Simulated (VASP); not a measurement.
Input of a VASP 6.6.1 run:

Contents of POSCAR:

```
CaO
1.0
    0.0000000000      2.3975473901      2.3975473901
    2.3975473901      0.0000000000      2.3975473901
    2.3975473901      2.3975473901      0.0000000000
Ca O
1 1
Direct
    0.0000000000      0.0000000000      0.0000000000
    0.5000000000      0.5000000000      0.5000000000
```

INCAR.step1

```
  PREC = Accurate
  ENCUT = 520
  EDIFF = 1E-5
  ISMEAR = 0
  SIGMA = 0.01
  LREAL = F
  LASPH = T
  NELM = 100
  ALGO = Normal
  ISIF = 2
  LWAVE = T
  LCHARG = F
  GGA = PE
  NBANDS = 15
```

INCAR.step2

```
  PREC = Accurate
  ENCUT = 520
  EDIFF = 1E-6
  ISMEAR = 0
  SIGMA = 0.01
  LREAL = F
  LASPH = T
  NELM = 100
  ALGO = Normal
  ISIF = 2
  LWAVE = F
  LCHARG = F
  GGA = PE
  LHFCALC = T
  AEXX = 1.0
  HFSCREEN = 0.3
  PRECFOCK = Normal
  ISTART = 1
  NBANDS = 15
  ALDAC = 1.0
  AGGAC = 1.0
```

File KPOINTS:

```
regular mesh
0
Gamma
  4 4 4
```

Potentials or basis: VASP PAW PBE potentials, release 64 (Ca_sv, O).

Command:

```bash
$ cat potpaw_PBE.64/Ca_sv/POTCAR potpaw_PBE.64/O/POTCAR > POTCAR
$ cp INCAR.step1 INCAR
$ mpirun -np 1 vasp_std > vasp.out
$ cp INCAR.step2 INCAR
$ mpirun -np 1 vasp_std > vasp.out
```

What does it give for the pressure?

-5.1 GPa.

Predict the band gap on the k mesh.

9.69 eV (least direct gap 10.18 eV).

Caveat: the k points lie up to 0.57 Å⁻¹ apart; the PAW data sets were made with another functional, which shifts forces and pressure a little. A k mesh can miss the band edges.
